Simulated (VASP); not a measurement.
Set up this calculation in VASP 6.6.1, as the native input.

- Task: single point
- Functional: PBEsol
- Potentials or basis: VASP PAW PBE potentials, release 64 (Ga_d, N)
- Cutoff: 520 eV
- k mesh: 8 × 8 × 4
- Occupations: gaussian, width 0.01 eV
- Spin: no spin polarisation
- Dipole correction: no
- Further INCAR settings: ALGO = Normal; EDIFF = 1e-06; NBANDS = 26

The structure of GaN lies in POSCAR:

```
GaN
1.0
    3.1666617225      0.0000000000      0.0000000000
   -1.5833308612      2.7424094969      0.0000000000
    0.0000000000      0.0000000000      5.2009664331
Ga N
2 2
Direct
    0.3333333333      0.6666666667     -0.0008061560
    0.6666666667      0.3333333333      0.4991938440
    0.3333333333      0.6666666667      0.3758061560
    0.6666666667      0.3333333333      0.8758061560
```

This cell differs from its parent crystal: in-plane strain -0.005.

The input as run:

INCAR

```
ALGO = Normal
EDIFF = 1E-6
ENCUT = 520
GGA = PS
ISIF = 2
ISMEAR = 0
LASPH = True
LCHARG = False
LREAL = False
LWAVE = False
NBANDS = 26
NELM = 100
PREC = Accurate
SIGMA = 0.01
```

KPOINTS

```
k-points
0
Gamma
  8 8 4
```

Potentials or basis: VASP PAW PBE potentials, release 64 (Ga_d, N).

Command:

```console
$ cat potpaw_PBE.64/Ga_d/POTCAR potpaw_PBE.64/N/POTCAR > POTCAR
$ mpirun -np 1 vasp_std > vasp.out
```

Results of the run:

```yaml
Pressure: 1.2 GPa
Largest_force: 0.081 eV/Å
Band_gap_on_the_k_mesh: 1.92 eV, direct
```

Caveat: the cell differs from its parent crystal (in-plane strain -0.005); the PAW data sets were made with another functional, which shifts forces and pressure a little.

Wall time 17 s on 1 thread of Intel(R) Xeon(R) 6975P-C (Granite Rapids), on a shared host, peak memory 0.17 GiB.
